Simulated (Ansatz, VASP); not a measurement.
## One calculation of Te2Mo, two programs

```xyz
9
Lattice="3.5624 0.0000 0.0000 -1.7812 3.0851 0.0000 0.0000 0.0000 31.5633" Properties=species:S:1:pos:R:3 pbc="T T T"
Te    0.0000    0.0000    1.7916
Te    0.0000    2.0568    9.1213
Te    0.0000    2.0568   26.0209
Te    0.0000    2.0568    5.5424
Te    0.0000    2.0568   22.4419
Te    0.0000    0.0000   29.7717
Mo    0.0000    2.0568    0.0000
Mo    0.0000    0.0000    7.3323
Mo    0.0000    0.0000   24.2309
```

Alike in both runs: task single point; functional PBE; k mesh 9 × 9 × 1; occupations gaussian, width 0.011 eV; no spin polarisation.

```csv
,VASP,Ansatz
version,VASP 6.6.1,Ansatz 0.2.0
potentials or method,"VASP PAW PBE potentials, release 64 (Te, Mo_sv)",Ansatz PAW
plane-wave cutoff (eV),520,420
valence electrons in the cell,78,138
```

VASP gave:

```
gap on the k mesh at the Fermi level (eV) : 1.00
least direct gap on the mesh (eV)         : 1.00
rms of the force components (eV/Å)        : 0.101
```

Estimate Ansatz's values.

gap on the k mesh at the Fermi level (eV): 1.00; least direct gap on the mesh (eV): 1.00; rms of the force components (eV/Å): 0.094.

Atom by atom the forces differ by 0.006 eV/Å (rms over components). VASP's potentials hold 78 valence electrons a cell and Ansatz's 138, so a difference there can come from the potentials and not from the codes.

Neither program's run includes spin-orbit coupling. Noted on Ansatz's run: odd divisions of the mesh miss points on the zone boundary, where band edges often lie, so the gap on the mesh can be too wide.
